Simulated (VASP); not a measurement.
Wanted: the native input for a VASP 6.6.1 run.

* Task: single point
* Functional: LDA
* Potentials or basis: VASP PAW LDA potentials, release 64 (Cr_pv)
* Cutoff: 520 eV
* k mesh: 17 × 17 × 8
* Occupations: fermi-dirac, width 0.1 eV
* Spin: no spin polarisation
* Dipole correction: no
* Further INCAR settings: ALGO = Normal; EDIFF = 1e-07; NBANDS = 19

The structure of Cr lies in POSCAR:

```
Cr
1.0
    2.4993093034      0.0000000000      0.0000000000
   -1.2496546517      2.1644653487      0.0000000000
    0.0000000000      0.0000000000      4.4583140606
Cr
2
Direct
    0.3333333333      0.6666666667      0.2500000000
    0.6666666667      0.3333333333      0.7500000000
```

This cell differs from its parent crystal: volume scaled by 1.08.

The input as run:

INCAR

```
PREC = Accurate
ENCUT = 520
EDIFF = 1E-7
ISMEAR = -1
SIGMA = 0.1
LREAL = F
LASPH = T
NELM = 100
ALGO = Normal
ISIF = 2
LWAVE = F
LCHARG = T
GGA = CA
LELF = T
LVHAR = T
NBANDS = 19
```

KPOINTS

```
Automatic mesh
0
Gamma
  17 17 8
```

Potentials or basis: VASP PAW LDA potentials, release 64 (Cr_pv).

Launch:

```bash
$ cat potpaw_LDA.64/Cr_pv/POTCAR > POTCAR
$ mpirun -np 1 vasp_std > vasp.out
```

It gave:

- Pressure: -17.9 GPa
- Band gap on the k mesh: zero (band 12 reaches 10.92 eV, above the bottom of band 13 at 9.68 eV)

Caveat: the run has no spin polarisation, though such a crystal can be magnetic.

Wall time 41 s on 1 thread of Intel(R) Xeon(R) Platinum 8488C (Sapphire Rapids), with other jobs on the host, peak memory 0.17 GiB.
